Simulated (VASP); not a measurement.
# SiNi2 (P6_3/mmc) in VASP: a series of runs, part 2 of 2

VASP 6.6.1. The steps go on from the part before.

### Step 3. Relaxation of cell and atoms, PBE, collinear spin, ferromagnetic start

This run uses another cell than the first one, of 10.51 Å³/atom.

INCAR

```
PREC = Accurate
ENCUT = 600
EDIFF = 1E-7
ISMEAR = 0
SIGMA = 0.1
LREAL = False
LASPH = True
NELM = 200
ALGO = Normal
ISIF = 3
LWAVE = False
LCHARG = False
ISPIN = 2
MAGMOM = 0 0 2 2 2 2
LORBIT = 11
LMAXMIX = 4
GGA = PE
IBRION = 2
NSW = 90
EDIFFG = -0.04
GGA_COMPAT = False
NELMIN = 4
```

KPOINTS

```
Automatic mesh
0
Gamma
  6 6 4
```

POSCAR

```
SiNi2
1.0
    3.8359985700      0.0000000000      0.0000000000
   -1.9179992900      3.3220722100      0.0000000000
    0.0000000000      0.0000000000      4.9479999500
Si Ni
2 4
Direct
    0.3333333300      0.6666666700      0.7500000000
    0.6666666700      0.3333333300      0.2500000000
    0.0000000000      0.0000000000      0.0000000000
    0.0000000000      0.0000000000      0.5000000000
    0.3333333300      0.6666666700      0.2500000000
    0.6666666700      0.3333333300      0.7500000000
```

Potentials or basis: VASP PAW PBE potentials, release 64 (Si, Ni).

Launch:

```sh
$ cat potpaw_PBE.64/Si/POTCAR potpaw_PBE.64/Ni/POTCAR > POTCAR
$ mpirun -np 1 vasp_std > vasp.out
```

OUTCAR:

```text
PREC = Accurate
   ENCUT = 600
   EDIFF = 1E-7
   ISMEAR = 0
   LREAL = False
   LASPH = True
   NELM = 200
   ISIF = 3
   ISPIN = 2
   LORBIT = 11
   GGA = PE
   IBRION = 2
   NSW = 90
   EDIFFG = -0.04
   NELMIN = 4

 ion  position               nearest neighbor table
   1  0.333  0.667  0.750-   6 2.21   6 2.21   6 2.21   5 2.47   5 2.47   3 2.54   4 2.54   4 2.54
                             3 2.54   4 2.54   3 2.54
   2  0.667  0.333  0.250-   5 2.21   5 2.21   5 2.21   6 2.47   6 2.47   3 2.54   4 2.54   3 2.54
                             4 2.54   3 2.54   4 2.54
   3  0.000  0.000  0.000-   4 2.47   4 2.47   1 2.54   5 2.54   6 2.54   2 2.54   2 2.54   6 2.54
                             1 2.54   5 2.54   2 2.54   6 2.54   1 2.54   5 2.54
   4  0.000  0.000  0.500-   3 2.47   3 2.47   1 2.54   5 2.54   6 2.54   2 2.54   2 2.54   6 2.54
                             1 2.54   5 2.54   2 2.54   6 2.54   1 2.54   5 2.54
   5  0.333  0.667  0.250-   2 2.21   2 2.21   2 2.21   1 2.47   1 2.47   3 2.54   4 2.54   4 2.54
                             3 2.54   4 2.54   3 2.54
   6  0.667  0.333  0.750-   1 2.21   1 2.21   1 2.21   2 2.47   2 2.47   3 2.54   4 2.54   3 2.54
                             4 2.54   3 2.54   4 2.54

  LATTYP: Found a hexagonal cell.
 ALAT       =     3.8359985700
 C/A-ratio  =     1.2898857650

  Lattice vectors:

 A1 = (   3.8359985700,   0.0000000000,   0.0000000000)
 A2 = (  -1.9179992900,   3.3220722100,   0.0000000000)
 A3 = (   0.0000000000,   0.0000000000,   4.9479999500)

Analysis of symmetry for initial positions (statically):
[... 368 lines left out ...]
 Free energy of the ion-electron system (eV)
  ---------------------------------------------------
  ext. energy  EPLUGINS =         0.00000000
  ---------------------------------------------------
  free energy    TOTEN  =       -35.79535919 eV

  energy without entropy =      -35.78259434  energy(sigma->0) =      -35.78897676

 E-fermi :  10.9561     XC(G=0): -12.8904

 val. band max:       10.8750517226   @ k =   0.1667   0.1667   0.0000
 cond. band min:      10.9755134964   @ k =   0.3333   0.3333   0.2500
 fundamental gap:      0.1004617738
 Fermi energy:        10.9560605213

 spin component 1

 k-point     1 :       0.0000    0.0000    0.0000
  band No.  band energies     occupation
      1      -1.5119      1.00000
      2       2.8108      1.00000
      3       4.6188      1.00000
      4       6.0049      1.00000
      5       6.0049      1.00000
      6       7.1206      1.00000
[... 724 lines left out ...]
     31      18.7255      0.00000
     32      18.7255      0.00000
 Fermi energy:        10.9560605213

 spin component 2

 k-point     1 :       0.0000    0.0000    0.0000
  band No.  band energies     occupation
      1      -1.5119      1.00000
      2       2.8108      1.00000
      3       4.6188      1.00000
      4       6.0049      1.00000
      5       6.0049      1.00000
      6       7.1206      1.00000
[... 757 lines left out ...]
  FREE ENERGIE OF THE ION-ELECTRON SYSTEM (eV)
  ---------------------------------------------------
  free  energy   TOTEN  =       -35.7953591886 eV

  energy  without entropy=      -35.7825943389  energy(sigma->0) =      -35.78897676

 reached required accuracy - stopping structural energy minimisation

 total charge

# of ion       s       p       d       tot
------------------------------------------
    1        0.723   0.866   0.000   1.589
    2        0.723   0.866   0.000   1.589
    3        0.424   0.525   8.428   9.377
    4        0.424   0.525   8.428   9.377
    5        0.506   0.602   8.505   9.614
    6        0.506   0.602   8.505   9.614
--------------------------------------------------
tot          3.304   3.988  33.868  41.159

 magnetization (x)

# of ion       s       p       d       tot
------------------------------------------
    1       -0.000   0.000   0.000   0.000
    2       -0.000   0.000   0.000   0.000
    3       -0.000  -0.000   0.000   0.000
    4       -0.000  -0.000   0.000   0.000
    5        0.000  -0.000  -0.000  -0.000
    6        0.000  -0.000  -0.000  -0.000
--------------------------------------------------
tot         -0.000  -0.000   0.000   0.000
```

CONTCAR:

```text
SiNi2
   1.00000000000000
     3.9095851753063049   -0.0000000001110516   -0.0000000000000000
    -1.9547925928452416    3.3858000796001733    0.0000000000000000
    -0.0000000000000000    0.0000000000000000    4.9930601406989492
  Si              Ni
     2     4
Direct
     0.3333333300000021    0.6666666699999979    0.7500000000000000
     0.6666666699999979    0.3333333300000021    0.2500000000000000
     1.0000000000000000    0.0000000000000000    0.0000000000000000
     1.0000000000000000    0.0000000000000000    0.5000000000000000
     0.3333333300000021    0.6666666699999979    0.2500000000000000
     0.6666666699999979    0.3333333300000021    0.7500000000000000

  0.00000000E+00  0.00000000E+00  0.00000000E+00
  0.00000000E+00  0.00000000E+00  0.00000000E+00
  0.00000000E+00  0.00000000E+00  0.00000000E+00
  0.00000000E+00  0.00000000E+00  0.00000000E+00
  0.00000000E+00  0.00000000E+00  0.00000000E+00
  0.00000000E+00  0.00000000E+00  0.00000000E+00
```

It took 5.6 min on 1 thread of Intel Xeon Platinum 8375C at 2.90GHz (Ice Lake), shared host; peak memory 0.27 GiB.

Results:

* Free energy: -35.7954 eV
* Relaxed volume: 11.02 Å³/atom
* Relaxed cell: a = 3.910 Å, b = 3.910 Å, c = 4.993 Å, α = 90.00°, β = 90.00°, γ = 120.00°
* Space group after relaxing (to 0.1 Å): P6_3/mmc (No. 194)
* Energy gained by relaxing: 18.0 meV/atom
* Ionic steps: 5
* Pressure after relaxing: 0.1 GPa
* Band gap on the k mesh: zero (filled and empty bands overlap)
* Net moment: 0.00 μB per cell
* Valence electrons inside the program's atomic spheres: Si 1.59; Ni 9.38, 9.61 (each value once)

Stress tensor (GPa, compression positive):
```
 0.19  0.00  0.00
 0.00  0.19  0.00
 0.00  0.00 -0.13
```

Step by step:
```csv
step,energy change (eV),largest force (eV/Å),pressure (GPa),volume (Å³)
1,0.0000,0.0000,11.08,63.05
2,0.0201,0.0000,-10.05,69.92
3,-0.1072,0.0000,-0.18,66.20
4,-0.1072,0.0000,0.02,66.14
5,-0.1077,0.0000,0.09,66.09
```

Final structure:
```
Si Ni
1.0
     3.90959    0.00000    0.00000
    -1.95479    3.38580    0.00000
     0.00000    0.00000    4.99306
Si Ni
2 4
Direct
  0.33333 0.66667 0.75000
  0.66667 0.33333 0.25000
  0.00000 0.00000 0.00000
  0.00000 0.00000 0.50000
  0.33333 0.66667 0.25000
  0.66667 0.33333 0.75000
```

PBE usually gives volumes a little too large and moduli too small. Zero-point motion and thermal expansion aren't in these numbers.
